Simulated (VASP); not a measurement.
The system is PbF2 (Fluorocronite).

```xyz
3
Lattice="0.0000 3.0212 2.9458 2.9458 0.0000 2.9458 2.9458 3.0212 0.0000" Properties=species:S:1:pos:R:3 pbc="T T T"
Pb    0.0000    0.0000    0.0000
F     1.4729    1.5106    1.4729
F     4.4187    4.5318    4.4187
```

This cell differs from its parent crystal: uniaxial y strain +2.6%.

Base run:

* Program: VASP 6.6.1
* Functional: PBE
* Potentials or basis: VASP PAW PBE potentials, release 64 (Pb_d, F)
* Cutoff: 600 eV
* k mesh: 8 × 8 × 8
* Occupations: fermi-dirac, width 0.02 eV
* Spin: no spin polarisation

Its results: band gap on the k mesh 4.36 eV, indirect (least direct gap 4.53 eV); pressure 1.9 GPa.

The run is repeated on the same cell with these changes: functional from PBE to r2SCAN; cutoff from 600 eV to 660 eV; occupations from fermi-dirac, width 0.02 eV to gaussian, width 0.01 eV. What comes out?

Band gap on the k mesh 4.88 eV, indirect (least direct gap 5.05 eV); pressure -1.0 GPa.

Caveats: spin-orbit coupling is left out, which moves the levels of the heavy elements; the PAW data sets were made with another functional, which shifts forces and pressure a little (some runs).

A k mesh can miss the band edges.
